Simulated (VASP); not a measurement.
# Ag (P6_3/mmc) in VASP: further runs

Ag is run at these levels: PBEsol; tasks: single point.

Everything below comes from runs of VASP 6.6.1. Logs are shortened: lines on timing, memory, paths and dates and some standing lists are left out, and cuts for length are marked.

## 1. The cell of the first run

The structure is hexagonal, space group P6_3/mmc (No. 194). Conventional cell: a = 2.871 Å, b = 2.871 Å, c = 9.618 Å, α = 90.00°, β = 90.00°, γ = 120.00°. Ag (site symmetry -6m2) has 12 Ag at 2.87 to 2.92 Å within 3.8 Å. Within 3.8 Å of Ag (site symmetry -3m) lie 12 Ag at 2.87 to 2.92 Å.

This isn't the form of Ag at room conditions, which is fcc.

## 2. Single point, PBEsol (strain +0.000 along x and y, +0.030 along z)

Input file INCAR:

```
SYSTEM = Ag
  PREC = Accurate
  ENCUT = 520
  EDIFF = 1E-6
  ISMEAR = 0
  SIGMA = 0.15
  LREAL = .False.
  LASPH = .True.
  NELM = 60
  ALGO = Fast
  ISIF = 2
  LWAVE = .False.
  LCHARG = .True.
  GGA = PS
  LELF = .True.
  LVHAR = .True.
  NBANDS = 30
```

Input file KPOINTS:

```
regular mesh
0
Gamma
  18 18 6
  0 0 0
```

Input file POSCAR:

```
Ag
1.0
    2.8709531734      0.0000000000      0.0000000000
   -1.4354765867      2.4863183812      0.0000000000
    0.0000000000      0.0000000000      9.6182006507
Ag
4
Direct
    0.3333333333      0.6666666667      0.2500000000
    0.6666666667      0.3333333333      0.7500000000
    0.0000000000      0.0000000000      0.0000000000
    0.0000000000      0.0000000000      0.5000000000
```

Potentials or basis: VASP PAW PBE potentials, release 64 (Ag).

Started as:

```sh
$ cat potpaw_PBE.64/Ag/POTCAR > POTCAR
$ mpirun -np 1 vasp_std > vasp.out
```

OUTCAR:

```text
SYSTEM = Ag
   PREC = Accurate
   ENCUT = 520
   EDIFF = 1E-6
   ISMEAR = 0
   LREAL = .False.
   LASPH = .True.
   NELM = 60
   ISIF = 2
   GGA = PS

 ion  position               nearest neighbor table
   1  0.333  0.667  0.250-   3 2.92   4 2.92   3 2.92   4 2.92   3 2.92   4 2.92
   2  0.667  0.333  0.750-   3 2.92   4 2.92   3 2.92   4 2.92   3 2.92   4 2.92
   3  0.000  0.000  0.000-   1 2.92   2 2.92   1 2.92   2 2.92   2 2.92   1 2.92
   4  0.000  0.000  0.500-   1 2.92   2 2.92   1 2.92   2 2.92   2 2.92   1 2.92

  LATTYP: Found a hexagonal cell.
 ALAT       =     2.8709531734
 C/A-ratio  =     3.3501767775

  Lattice vectors:

 A1 = (   2.8709531734,   0.0000000000,   0.0000000000)
 A2 = (  -1.4354765867,   2.4863183812,   0.0000000000)
 A3 = (   0.0000000000,   0.0000000000,   9.6182006507)

Analysis of symmetry for initial positions (statically):
=====================================================================
 Subroutine PRICEL returns:
 Original cell was already a primitive cell.

 Routine SETGRP: Setting up the symmetry group for a
 hexagonal supercell.

 Subroutine GETGRP returns: Found 24 space group operations
 (whereof 12 operations were pure point group operations)
 out of a pool of 24 trial point group operations.

The static configuration has the point symmetry D_3d.
 The point group associated with its full space group is D_6h.

Analysis of symmetry for dynamics (positions and initial velocities):
=====================================================================
 Subroutine PRICEL returns:
 Original cell was already a primitive cell.

 Routine SETGRP: Setting up the symmetry group for a
 hexagonal supercell.

 Subroutine GETGRP returns: Found 24 space group operations
 (whereof 12 operations were pure point group operations)
 out of a pool of 24 trial point group operations.

The dynamic configuration has the point symmetry D_3d.
 The point group associated with its full space group is D_6h.

 Subroutine INISYM returns: Found 24 space group operations
 (whereof 12 operations are pure point group operations),
 and found     1 'primitive' translations

----------------------------------------------------------------------------------------

                                     Primitive cell

  volume of cell :      68.6557

  direct lattice vectors                    reciprocal lattice vectors
     2.870953173  0.000000000  0.000000000     0.348316374  0.201100552  0.000000000
    -1.435476587  2.486318381  0.000000000     0.000000000  0.402201105  0.000000000
     0.000000000  0.000000000  9.618200651     0.000000000  0.000000000  0.103969551

  length of vectors
     2.870953173  2.870953173  9.618200651     0.402201105  0.402201105  0.103969551

  position of ions in fractional coordinates (direct lattice)
     0.333333333  0.666666667  0.250000000
     0.666666667  0.333333333  0.750000000
     0.000000000  0.000000000  0.000000000
     0.000000000  0.000000000  0.500000000

  ion indices of the primitive-cell ions
   primitive index   ion index
                 1           1
                 2           2
                 3           3
                 4           4

----------------------------------------------------------------------------------------

 KPOINTS: regular mesh

Automatic generation of k-mesh.
 Grid dimensions read from file:
 generate k-points for:   18   18    6

 Generating k-lattice:

  Cartesian coordinates                     Fractional coordinates (reciprocal lattice)
     0.019350910  0.011172253  0.000000000     0.055555556  0.000000000  0.000000000
     0.000000000  0.022344506  0.000000000     0.000000000  0.055555556  0.000000000
     0.000000000  0.000000000  0.017328258     0.000000000  0.000000000  0.166666667

  Length of vectors
     0.022344506  0.022344506  0.017328258

  Shift w.r.t. Gamma in fractional coordinates (k-lattice)
     0.000000000  0.000000000  0.000000000

 Subroutine IBZKPT returns following result:
 ===========================================

 Found    148 irreducible k-points:

 Following reciprocal coordinates:
            Coordinates               Weight
  0.000000  0.000000  0.000000      1.000000
  0.055556  0.000000  0.000000      6.000000
  0.111111  0.000000  0.000000      6.000000
  0.166667  0.000000  0.000000      6.000000
  0.222222  0.000000  0.000000      6.000000
  0.277778 -0.000000  0.000000      6.000000
[... 16 lines left out ...]
  0.333333  0.111111  0.000000     12.000000
  0.388889  0.111111  0.000000     12.000000
 [... further k-points ...]
   k-points           NKPTS =    148   k-points in BZ     NKDIM =    148   number of bands    NBANDS=     30
   number of dos      NEDOS =    301   number of ions     NIONS =      4
   total plane-waves  NPLWV =  41472
   dimension x,y,z NGX =    24 NGY =   24 NGZ =   72
   dimension x,y,z NGXF=    48 NGYF=   48 NGZF=  144
   ions per type =               4
   NGX,Y,Z   is equivalent  to a cutoff of  13.90, 13.90, 12.44 a.u.
   NGXF,Y,Z  is equivalent  to a cutoff of  27.79, 27.79, 24.89 a.u.
 SYSTEM =  Ag
   PREC   = accura    normal or accurate (medium, high low for compatibility)
   ISTART =      0    job   : 0-new  1-cont  2-samecut
   ICHARG =      2    charge: 1-file 2-atom 10-const
   ISPIN  =      1    spin polarized calculation?
   LNONCOLLINEAR =      F non collinear calculations
   LSORBIT =      F    spin-orbit coupling
   LASPH  =      T    aspherical Exc in radial PAW
   ENCUT  =  520.0 eV  38.22 Ry    6.18 a.u.   5.34  5.34 17.88*2*pi/ulx,y,z
   NELM   =     60;   NELMIN=  2; NELMDL= -5     # of ELM steps
   EDIFF  = 0.1E-05   stopping-criterion for ELM
   LREAL  =      F    real-space projection
   EDIFFG = 0.1E-04   stopping-criterion for IOM
   NSW    =      0    number of steps for IOM
   IBRION =     -1    ionic relax: 0-MD 1-quasi-New 2-CG
   NFREE  =      0    steps in history (QN), initial steepest desc. (CG)
   ISIF   =      2    stress and relaxation
   ISYM   =      2    0-nonsym 1-usesym 2-fastsym
   POTIM  = 0.5000    time-step for ionic-motion
   TEBEG  =    0.0;   TEEND  =   0.0 temperature during run
   PSTRESS=    0.0 pullay stress
   NELECT =      44.0000    total number of electrons
   NUPDOWN=      -1.0000    fix difference up-down
   EMIN   =  10.00;   EMAX   =-10.00  energy-range for DOS
   EFERMI =   0.00;   METHOD = LEGACY
   ISMEAR =     0;   SIGMA  =   0.15  broadening in eV -4-tet -1-fermi 0-gaus
   EFERMI_NEDOS =   21; number of points for ismear=-14 and -15
   IALGO  =     68    algorithm
   IMIX   =      4    mixing-type and parameters
     AMIX     =   0.40;   BMIX     =  1.00
     AMIX_MAG =   1.60;   BMIX_MAG =  1.00
  volume/ion in A,a.u.               =      17.16       115.83
  Fermi-wavevector in a.u.,A,eV,Ry     =   1.411454  2.667262 27.105572  1.992203
  Thomas-Fermi vector in A             =   2.533304
   LORBIT       =      0    0 simple, 1 ext, 2 COOP (PROOUT), +10 PAW based schemes
   GGA     = PS    functional components
   LHFCALC =     F    Hartree Fock is set to
   AEXX    =    0.0000 exact exchange contribution
   IVDW    =     0    specifies the selected vdW correction
   LEPSILON=     F    determine dielectric tensor
   LRPA    =     F    only Hartree local field effects (RPA)
 non-spin polarized calculation
 RMM-DIIS sequential band-by-band and
 Gauss-broadening in eV      SIGMA  =   0.15
  energy-cutoff  :      520.00
  volume of cell :       68.66
 maximum number of plane-waves:      1878
 NGX is ok and might be reduce to    24
   NGX = 11   NGY = 11   NGZ = 35

 number of electron      43.9999982 magnetization

 Free energy of the ion-electron system (eV)
  ---------------------------------------------------
  ext. energy  EPLUGINS =         0.00000000
  ---------------------------------------------------
  free energy    TOTEN  =       -13.20209913 eV

  energy without entropy =      -13.18824463  energy(sigma->0) =      -13.19517188

 E-fermi :   8.0944     XC(G=0): -12.3714

 val. band max:        8.0848922697   @ k =   0.1111   0.0000   0.1667
 cond. band min:       8.1095560206   @ k =   0.3889   0.0556   0.0000
 fundamental gap:      0.0246637509
 Fermi energy:         8.0943624956

 k-point     1 :       0.0000    0.0000    0.0000
  band No.  band energies     occupation
      1       0.3581      2.00000
      2       1.6847      2.00000
      3       1.6911      2.00000
      4       1.7638      2.00000
      5       3.2842      2.00000
      6       3.4000      2.00000
[... 22 lines left out ...]
     29      23.8887      0.00000
     30      24.8120      0.00000

 k-point     2 :       0.0556    0.0000    0.0000
  band No.  band energies     occupation
      1       0.4457      2.00000
      2       1.7628      2.00000
      3       1.7683      2.00000
      4       1.8195      2.00000
      5       3.2924      2.00000
      6       3.3452      2.00000
[... 22 lines left out ...]
     29      23.8758      0.00000
     30      24.5435      0.00000

 k-point     3 :       0.1111    0.0000    0.0000
  band No.  band energies     occupation
      1       0.7013      2.00000
      2       1.9640      2.00000
      3       1.9806      2.00000
      4       1.9919      2.00000
      5       3.1458      2.00000
      6       3.2793      2.00000
[... 22 lines left out ...]
     29      23.5337      0.00000
     30      23.6679      0.00000

 k-point     4 :       0.1667    0.0000    0.0000
  band No.  band energies     occupation
      1       1.0970      2.00000
      2       2.1484      2.00000
      3       2.2610      2.00000
      4       2.2875      2.00000
      5       2.9267      2.00000
      6       3.0628      2.00000
[... 22 lines left out ...]
     29      22.1761      0.00000
     30      22.1954      0.00000

 k-point     5 :       0.2222    0.0000    0.0000
  band No.  band energies     occupation
      1       1.5600      2.00000
      2       2.2351      2.00000
      3       2.3879      2.00000
      4       2.4970      2.00000
      5       2.7886      2.00000
      6       2.8749      2.00000
[... 22 lines left out ...]
     29      20.3459      0.00000
     30      20.4447      0.00000
[... 526 lines left out ...]
     29      19.1379      0.00000
     30      20.2984      0.00000

 k-point    22 :       0.2778    0.1111    0.0000
  band No.  band energies     occupation
      1       2.1242      2.00000
      2       2.2051      2.00000
      3       2.2600      2.00000
      4       2.6290      2.00000
      5       2.6822      2.00000
      6       2.7539      2.00000
[... 22 lines left out ...]
     29      18.3796      0.00000
     30      20.4590      0.00000

 k-point    23 :       0.3333    0.1111    0.0000
  band No.  band energies     occupation
      1       2.0338      2.00000
      2       2.0450      2.00000
      3       2.1366      2.00000
      4       2.5245      2.00000
      5       2.5811      2.00000
      6       2.8209      2.00000
[... 22 lines left out ...]
     29      17.7736      0.00000
     30      19.5545      0.00000

 k-point    24 :       0.3889    0.1111    0.0000
  band No.  band energies     occupation
      1       1.9418      2.00000
      2       1.9682      2.00000
      3       2.0540      2.00000
      4       2.4412      2.00000
      5       2.5089      2.00000
      6       2.8132      2.00000
[... 22 lines left out ...]
     29      17.3126      0.00000
     30      18.0114      0.00000

 [... further k-points ...]

------------------------ aborting loop because EDIFF is reached ----------------------------------------

  FORCE on cell =-STRESS in cart. coord.  units (eV):
  Direction    XX          YY          ZZ          XY          YZ          ZX
  --------------------------------------------------------------------------------------
  -------------------------------------------------------------------------------------
  Total       -1.0618885     -1.0618885     -2.1132670      0.0000000     -0.0000000      0.0000000
  in kB      -24.7806567    -24.7806567    -49.3160491      0.0000000     -0.0000000      0.0000000
  external PRESSURE =     -32.9591209 kB  Pullay stress =       0.0000000 kB

 VOLUME and BASIS-vectors are now :
 -----------------------------------------------------------------------------
  energy-cutoff  :      520.00
  volume of cell :       68.66
      direct lattice vectors                 reciprocal lattice vectors
     2.870953173  0.000000000  0.000000000     0.348316374  0.201100552  0.000000000
    -1.435476587  2.486318381  0.000000000     0.000000000  0.402201105  0.000000000
     0.000000000  0.000000000  9.618200651     0.000000000  0.000000000  0.103969551

 POSITION                                       TOTAL-FORCE (eV/Angst)
 -----------------------------------------------------------------------------------
     -0.00000      1.65755      2.40455         0.000000     -0.000000      0.000000
      1.43548      0.82877      7.21365        -0.000000      0.000000      0.000000
      0.00000      0.00000      0.00000        -0.000000      0.000000     -0.000000
      0.00000      0.00000      4.80910        -0.000000      0.000000     -0.000000
 -----------------------------------------------------------------------------------
    total drift:                               -0.000000      0.000000      0.000000

  FREE ENERGIE OF THE ION-ELECTRON SYSTEM (eV)
  ---------------------------------------------------
  free  energy   TOTEN  =       -13.2020991267 eV

  energy  without entropy=      -13.1882446342  energy(sigma->0) =      -13.19517188
```

It took 1.8 min on 1 thread of Intel Xeon 6975P-C (Granite Rapids), shared host; peak memory 0.35 GiB.

Results:

* Free energy: -13.2021 eV
* Pressure: -3.3 GPa
* Band gap on the k mesh: zero (bands 22 and 23 overlap by 6.65 eV)

Stress tensor (GPa, compression positive):
```
-2.48  0.00  0.00
 0.00 -2.48  0.00
 0.00  0.00 -4.93
```

Caveat: the cell differs from its parent crystal (strain +0.000 along x and y, +0.030 along z); the cell stands under tension; the PAW data sets were made with another functional, which shifts forces and pressure a little.

(Continued in part 2 of 2.)

The gap in the log of VASP goes by the Fermi energy; the results here count the filled bands.